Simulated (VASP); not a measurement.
Here is a VASP 6.6.1 calculation.

INCAR

```
SYSTEM = BaO3
PREC     = Accurate       ! precision mode
ENCUT    = 520            ! plane-wave cutoff, eV
EDIFF    = 1E-6           ! SCF threshold, eV
ISMEAR   = -1             ! smearing method
SIGMA    = 0.06122561905347299 ! smearing width, eV
LREAL    = .FALSE.        ! projectors in reciprocal space
LASPH    = .TRUE.         ! aspherical terms in the spheres
NELM     = 100            ! most SCF steps
ALGO     = Normal         ! electronic algorithm
ISIF     = 2              ! what is computed and relaxed
LWAVE    = .FALSE.        ! write WAVECAR
LCHARG   = .FALSE.        ! write CHGCAR
GGA      = PE             ! functional
NBANDS   = 22             ! bands
```

Contents of KPOINTS:

```
regular mesh
0
G
  24 24 24
  0 0 0
```

Contents of POSCAR:

```
BaO3
1.0
    4.5682006834      0.0000000000      0.0000000000
    0.0000000000      4.5682006834      0.0000000000
    0.0000000000      0.0000000000      4.5682006834
Ba O
1 3
Direct
    0.0000000000      0.0000000000      0.0000000000
    0.5000000000      0.0000000000      0.0000000000
    0.0000000000      0.5000000000      0.0000000000
    0.0000000000      0.0000000000      0.5000000000
```

Potentials or basis: VASP PAW PBE potentials, release 64 (Ba_sv, O).

Command:

```bash
$ cat potpaw_PBE.64/Ba_sv/POTCAR potpaw_PBE.64/O/POTCAR > POTCAR
$ mpirun -np 1 vasp_std > vasp.out
```

Task: Predict the band gap on the k mesh.

Result: Zero (bands 14 and 15 overlap by 1.41 eV).

Task: Predict the pressure.

Result: 2.7 GPa.

Caveat: spin-orbit coupling is left out, which moves the levels of the heavy elements.
